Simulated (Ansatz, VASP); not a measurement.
# One calculation of Ti, two programs

File INCAR:

```
ALGO = Normal ; EDIFF = 1E-8
ENCUT = 520 ; GGA = PE
ISIF = 2 ; ISMEAR = -1
LASPH = True ; LCHARG = False
LEFG = True ; LREAL = False
LWAVE = False ; NBANDS = 12
NELM = 100 ; PREC = Accurate
SIGMA = 0.05
```

File KPOINTS:

```
k-points
0
Gamma
  14 14 14
```

The input POSCAR:

```
Ti
1.0
   -1.6518678664      1.6518678664      1.6518678664
    1.6518678664     -1.6518678664      1.6518678664
    1.6518678664      1.6518678664     -1.6518678664
Ti
1
Direct
    0.0000000000      0.0000000000      0.0000000000
```

Input for Ansatz:

```yaml
crystal:
  lattice:
    - [-1.6518678664, 1.6518678664, 1.6518678664]
    - [1.6518678664, -1.6518678664, 1.6518678664]
    - [1.6518678664, 1.6518678664, -1.6518678664]
  atoms:
    - { symbol: Ti, position: [0.0, 0.0, 0.0] }
kpoints:
  mp_grid: { grid: [14, 14, 14] }
scf:
  occupations: { method: fermi_dirac, width: 0.05 }
hamiltonian:
  xc: pbe
  pseudopotentials: { kind: all_electron, datasets: crystal }
output:
  forces: true
  stress: true
  eigenvalues: true
  efg: { contact_densities: true }
```

Change from the starting cell: volume scaled by 1.02, crystal datasets.

Alike in both runs: task electric field gradients; functional PBE; k mesh 14 × 14 × 14; occupations fermi-dirac, width 0.05 eV; no spin polarisation.

|  | VASP | Ansatz |
| --- | --- | --- |
| version | VASP 6.6.1 | Ansatz 0.2.0 |
| potentials or method | VASP PAW PBE potentials, release 64 (Ti_sv), cutoff 520 eV | all-electron PAW with datasets made for the crystal, scalar-relativistic |

|  | VASP | Ansatz | Ansatz less VASP |
| --- | --- | --- | --- |
| pressure (GPa) | -4.5 | -4.3 | +0.19 |

Ansatz ran all-electron here, and VASP with PAW potentials.
